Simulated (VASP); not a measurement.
Set up this calculation in VASP 6.6.1, as the native input.

```yaml
Task: single point
Functional: PBE
Potentials_or_basis: VASP PAW PBE potentials, release 64 (Na_pv, N)
Cutoff: 520 eV
k_mesh: 6 × 6 × 4
Occupations: gaussian, width 0.1 eV
Spin: collinear spin, ferromagnetic start
Starting_moments: "[0.0, 0.0, 0.0, 0.0, 1.0, 1.0] μB"
Dipole_correction: no
Further_INCAR_settings: ALGO = Normal; EDIFF = 1e-06; NBANDS = 32
```

The structure of Na2N lies in POSCAR:

```
Na2N
1.0
    4.6802372600      0.0000000000      0.0000000000
   -2.3401186300      4.0532043600      0.0000000000
    0.0000000000      0.0000000000      5.8108108100
Na N
4 2
Direct
    0.3333333300      0.6666666700      0.7500000000
    0.0000000000      0.0000000000      0.0000000000
    0.0000000000      0.0000000000      0.5000000000
    0.6666666700      0.3333333300      0.2500000000
    0.6666666700      0.3333333300      0.7500000000
    0.3333333300      0.6666666700      0.2500000000
```

The cell was built from a structure type or drawn by symmetry, and may not be a known phase.

These files were run (other wordings do the same):

INCAR

```
SYSTEM = Na2N
ALGO = Normal
EDIFF = 1E-6
ENCUT = 520
GGA = PE
ISIF = 2
ISMEAR = 0
ISPIN = 2
LASPH = .TRUE.
LCHARG = .TRUE.
LELF = .TRUE.
LORBIT = 11
LREAL = .FALSE.
LVHAR = .TRUE.
LWAVE = .FALSE.
MAGMOM = 0 0 0 0 1 1
NBANDS = 32
NELM = 150
PREC = Accurate
SIGMA = 0.1
```

KPOINTS

```
k-points
0
G
  6 6 4
  0 0 0
```

Potentials or basis: VASP PAW PBE potentials, release 64 (Na_pv, N).

Launch:

```console
$ cat potpaw_PBE.64/Na_pv/POTCAR potpaw_PBE.64/N/POTCAR > POTCAR
$ mpirun -np 1 vasp_std > vasp.out
```

Results of the run:

The pressure is -5.2 GPa and the band gap on the k mesh is zero (filled and empty bands overlap). The net moment is 2.00 μB per cell and the site moments are Na -0.01, -0.02 (each value once); N +0.71 μB. The valence electrons inside the program's atomic spheres are Na 6.05; N 3.40.

Caveat: the cell stands under tension.

It took 2.5 min on 1 thread of Intel Xeon 8259CL, with other jobs on the host, peak memory 0.33 GiB.
